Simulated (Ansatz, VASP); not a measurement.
# One calculation of MgO, two programs

File POSCAR:

```
MgO
1.0
    2.9380209034      0.0000000000      0.0000000000
   -1.4690104517      2.5444007392      0.0000000000
    0.0000000000      0.0000000000      2.6796800000
Mg O
1 1
Direct
    0.0000000000      0.0000000000      0.0000000000
    0.3333333333      0.6666666667      0.5000000000
```

The input INCAR.step1:

```
ALGO = Normal
EDIFF = 1E-5
ENCUT = 520
GGA = PE
ISIF = 2
ISMEAR = -1
LASPH = True
LCHARG = False
LREAL = False
LWAVE = True
NBANDS = 11
NELM = 60
PREC = Accurate
SIGMA = 0.05
```

The input INCAR.step2:

```
AEXX = 0.1
ALGO = Normal
EDIFF = 1E-6
ENCUT = 520
ISIF = 2
ISMEAR = -1
ISTART = 1
LASPH = True
LCHARG = False
LHFCALC = True
LMIXTAU = True
LREAL = False
LWAVE = False
METAGGA = R2SCAN
NBANDS = 11
NELM = 60
PREC = Accurate
PRECFOCK = Normal
SIGMA = 0.05
```

The input KPOINTS:

```
k-points
0
Gamma
  5 5 5
```

Contents of input:

```
crystal:
  lattice:
    - [2.9380209034, 0.0, 0.0]
    - [-1.4690104517, 2.5444007392, 0.0]
    - [0.0, 0.0, 2.67968]
  atoms:
    - { symbol: Mg, position: [0.0, 0.0, 0.0] }
    - { symbol: O, position: [0.3333333333, 0.6666666667, 0.5] }
hamiltonian:
  xc: r2scanh
  pseudopotentials: { kind: paw }
kpoints:
  mp_grid: { grid: [5, 5, 5] }
  band_path:
    path:
      - [[0.0, 0.0, 0.0], [0.5, 0.0, 0.0], [0.3333333333, 0.3333333333, 0.0], [0.0, 0.0, 0.0], [0.0, 0.0, 0.5], [0.5, 0.0, 0.5], [0.3333333333, 0.3333333333, 0.5], [0.0, 0.0, 0.5]]
      - [[0.5, 0.0, 0.5], [0.5, 0.0, 0.0]]
      - [[0.3333333333, 0.3333333333, 0.0], [0.3333333333, 0.3333333333, 0.5]]
    npoints: 4
scf:
  occupations: { method: fermi_dirac, width: 0.05 }
  n_extra_bands: 6
output:
  forces: true
  stress: true
  eigenvalues: true
  fatbands: false
```

Alike in both runs: functional r2SCANh; k mesh 5 × 5 × 5; occupations fermi-dirac, width 0.05 eV; no spin polarisation.

```csv
,VASP,Ansatz
version,VASP 6.6.1,Ansatz 0.2.0
potentials or method,"VASP PAW PBE potentials, release 64 (Mg, O)",Ansatz PAW
plane-wave cutoff (eV),520,500
valence electrons in the cell,8,16
task,single point,band structure
```

|  | VASP | Ansatz | Ansatz less VASP |
| --- | --- | --- | --- |
| gap on the k mesh at the Fermi level (eV) | 4.60 | 4.62 | +0.022 |
| least direct gap on the mesh (eV) | 5.00 | 5.01 | +0.016 |
| pressure (GPa) | -7.5 | -6.6 | +0.91 |
| traceless stress, the component that is largest in VASP (GPa) | -0.93 | -0.80 | +0.129 |

VASP's potentials were made for PBE, not for r2SCANh. VASP's potentials hold 8 valence electrons a cell and Ansatz's 16, so a difference there can come from the potentials and not from the codes.

The k mesh is coarse, so the values compare programs but aren't converged.
